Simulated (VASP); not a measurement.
A run of VASP 6.6.1:

File INCAR:

```
SYSTEM = Be3ZnSe4
  PREC = Accurate
  ENCUT = 520
  EDIFF = 1E-6
  ISMEAR = 0
  SIGMA = 0.1
  LREAL = .FALSE.
  LASPH = .TRUE.
  NELM = 80
  ALGO = Normal
  ISIF = 2
  LWAVE = .FALSE.
  LCHARG = .TRUE.
  GGA = PE
  LELF = .TRUE.
  LVHAR = .TRUE.
  NBANDS = 31
```

File KPOINTS:

```
regular mesh
0
G
  4 4 4
  0 0 0
```

Contents of POSCAR:

```
Be3ZnSe4
1.0
    5.3211070547      0.0000000000      0.0000000000
    0.0000000000      5.3211070547      0.0000000000
   -2.6605535273     -2.6605535273      5.2997565988
Be Zn Se
3 1 4
Direct
    0.5000000000      0.5000000000      1.0000000000
    0.2500000000      0.7500000000      0.5000000000
    0.7500000000      0.2500000000      0.5000000000
    0.0000000000      0.0000000000      0.0000000000
    0.1349975428      0.1349975428      0.7368873999
    0.6018898571      0.6018898571      0.7368873999
    0.8650024572      0.3981101429      0.2631126001
    0.3981101429      0.8650024572      0.2631126001
```

Potentials or basis: VASP PAW PBE potentials, release 64 (Be, Zn, Se).

The run is started by

```sh
$ cat potpaw_PBE.64/Be/POTCAR potpaw_PBE.64/Zn/POTCAR potpaw_PBE.64/Se/POTCAR > POTCAR
$ mpirun -np 1 vasp_std > vasp.out
```

Hardware: 1 thread of Intel(R) Xeon(R) Platinum 8259CL CPU @ 2.50GHz (Skylake/Cascade Lake) (shared host).

Q: Estimate the wall time of this run.

A: Run time: 79 s on 1 thread of Intel(R) Xeon(R) Platinum 8259CL CPU @ 2.50GHz (Skylake/Cascade Lake) (shared host), peak memory 0.28 GiB. Counts: scf iterations 14, k points 13.
